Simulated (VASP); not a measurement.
A run of VASP 6.6.1 is set up as follows.

INCAR

```
  ALGO = Normal
  EDIFF = 1E-6
  ENCUT = 520
  GGA = PE
  ISIF = 2
  ISMEAR = -1
  LASPH = True
  LCHARG = False
  LREAL = False
  LWAVE = False
  NBANDS = 30
  NELM = 60
  PREC = Accurate
  SIGMA = 0.05
```

Contents of KPOINTS:

```
k-points
0
Gamma
  6 6 6
```

The input POSCAR:

```
RbMgNbO3
1.0
    4.1075982116     -3.2211924148      0.0000000000
    4.1075982116      3.2211924148      0.0000000000
   -1.5785830165      0.0000000000      4.9759404912
Nb Rb Mg O
1 1 1 3
Direct
    0.0926169700      0.0926169700      0.9048465200
    0.4954889400      0.4954889400      0.4999296000
    0.8301258600      0.8301258600      0.1669181900
    0.4389676600      0.9377299000      0.0602667600
    0.9377299000      0.4389676600      0.0602667600
    0.9384036800      0.9384036800      0.5577721600
```

Potentials or basis: VASP PAW PBE potentials, release 64 (Nb_sv, Rb_sv, Mg, O).

Launch:

```console
$ cat potpaw_PBE.64/Nb_sv/POTCAR potpaw_PBE.64/Rb_sv/POTCAR potpaw_PBE.64/Mg/POTCAR potpaw_PBE.64/O/POTCAR > POTCAR
$ mpirun -np 1 vasp_std > vasp.out
```

(1) Predict the pressure.

(2) What does it give for the largest force?

## Answers

(1) -0.8 GPa.

(2) 0.615 eV/Å.
